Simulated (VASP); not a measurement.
A run of VASP 6.6.1 is set up as follows.

File INCAR:

```
SYSTEM = Al3Ru2
ALGO     = Fast           ! electronic algorithm
EDIFF    = 1E-6           ! SCF threshold, eV
ENCUT    = 520            ! plane-wave cutoff, eV
GGA      = PS             ! functional
ISIF     = 2              ! what is computed and relaxed
ISMEAR   = 0              ! smearing method
LASPH    = .TRUE.         ! aspherical terms in the spheres
LCHARG   = .FALSE.        ! write CHGCAR
LREAL    = .FALSE.        ! projectors in reciprocal space
LWAVE    = .FALSE.        ! write WAVECAR
NBANDS   = 26             ! bands
NELM     = 60             ! most SCF steps
PREC     = Accurate       ! precision mode
SIGMA    = 0.1            ! smearing width, eV
```

Contents of KPOINTS:

```
k-points
0
G
  16 16 16
  0 0 0
```

File POSCAR:

```
Al3Ru2
1.0
   -1.5628250835      1.5628250835      7.3027828631
    1.5628250835     -1.5628250835      7.3027828631
    1.5628250835      1.5628250835     -7.3027828631
Al Ru
3 2
Direct
    0.0000000000      0.0000000000      0.0000000000
    0.8079674619      0.8079674619      0.0000000000
    0.1920325381      0.1920325381      0.0000000000
    0.6054855573      0.6054855573      0.0000000000
    0.3945144427      0.3945144427      0.0000000000
```

Potentials or basis: VASP PAW PBE potentials, release 64 (Al, Ru_pv).

Launch:

```sh
$ cat potpaw_PBE.64/Al/POTCAR potpaw_PBE.64/Ru_pv/POTCAR > POTCAR
$ mpirun -np 1 vasp_std > vasp.out
```

(1) Predict the pressure.

(2) Estimate the largest force.

(3) Estimate the band gap on the k mesh.

Results:

(1) -9.5 GPa.

(2) 0.014 eV/Å.

(3) zero (an odd number of electrons rules out a gap without spin polarisation).

Caveat: the cell stands under tension; the PAW data sets were made with another functional, which shifts forces and pressure a little.
